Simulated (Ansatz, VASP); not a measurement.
**One calculation of TePb, two programs**

Contents of INCAR:

```
SYSTEM = TePb
PREC     = Accurate       ! precision mode
ENCUT    = 500            ! plane-wave cutoff, eV
EDIFF    = 1E-6           ! SCF threshold, eV
ISMEAR   = -1             ! smearing method
SIGMA    = 0.08           ! smearing width, eV
LREAL    = .False.        ! projectors in reciprocal space
LASPH    = .True.         ! aspherical terms in the spheres
NELM     = 120            ! most SCF steps
ALGO     = Normal         ! electronic algorithm
ISIF     = 2              ! what is computed and relaxed
LWAVE    = .False.        ! write WAVECAR
LCHARG   = .False.        ! write CHGCAR
GGA      = CA             ! functional
NBANDS   = 17             ! bands
GGA_COMPAT= .False.
```

Contents of KPOINTS:

```
Automatic mesh
0
Gamma
  12 12 12
  0 0 0
```

File POSCAR:

```
TePb
1.0
    0.0000000000      2.7494555307      2.7494555307
    2.7494555307      0.0000000000      2.7494555307
    2.7494555307      2.7494555307      0.0000000000
Pb Te
1 1
Direct
    0.0000000000      0.0000000000      0.0000000000
    0.5000000000      0.5000000000      0.5000000000
```

Input for Ansatz:

```yaml
crystal:
  lattice:
    - [0.0, 2.7494555307, 2.7494555307]
    - [2.7494555307, 0.0, 2.7494555307]
    - [2.7494555307, 2.7494555307, 0.0]
  atoms:
    - { symbol: Pb, position: [0.0, 0.0, 0.0] }
    - { symbol: Te, position: [0.5, 0.5, 0.5] }
kpoints:
  mp_grid: { grid: [12, 12, 12] }
scf:
  occupations: { method: fermi_dirac, width: 0.08 }
hamiltonian:
  xc: lda
  pseudopotentials: { kind: paw, core: large }
output:
  forces: true
  stress: true
  eigenvalues: true
  write_density: true
  write_potential: true
  elf: true
  volumetric_format: npy
```

Change from the starting cell: volume scaled by 0.64, PAW files, core large.

Alike in both runs: task single point; functional LDA; k mesh 12 × 12 × 12; occupations fermi-dirac, width 0.08 eV; no spin polarisation.

|  | VASP | Ansatz |
| --- | --- | --- |
| version | VASP 6.6.1 | Ansatz 0.2.0 |
| potentials or method | VASP PAW LDA potentials, release 64 (Pb_d, Te) | PAW with other files of Ansatz's library (core large), scalar-relativistic |
| plane-wave cutoff (eV) | 500 | 420 |
| valence electrons in the cell | 20 | 20 |

Ansatz gave:

```
pressure (GPa) : 58.9
```

Which values does VASP return?

Pressure (GPa): 59.3.

LDA's correlation is that of Perdew and Zunger in VASP and of Perdew and Wang (1992) in Ansatz. Both programs put the cell under a high pressure, so it lies far from rest at this level. Ansatz's warnings: datasets by core.

Neither program's run includes spin-orbit coupling.
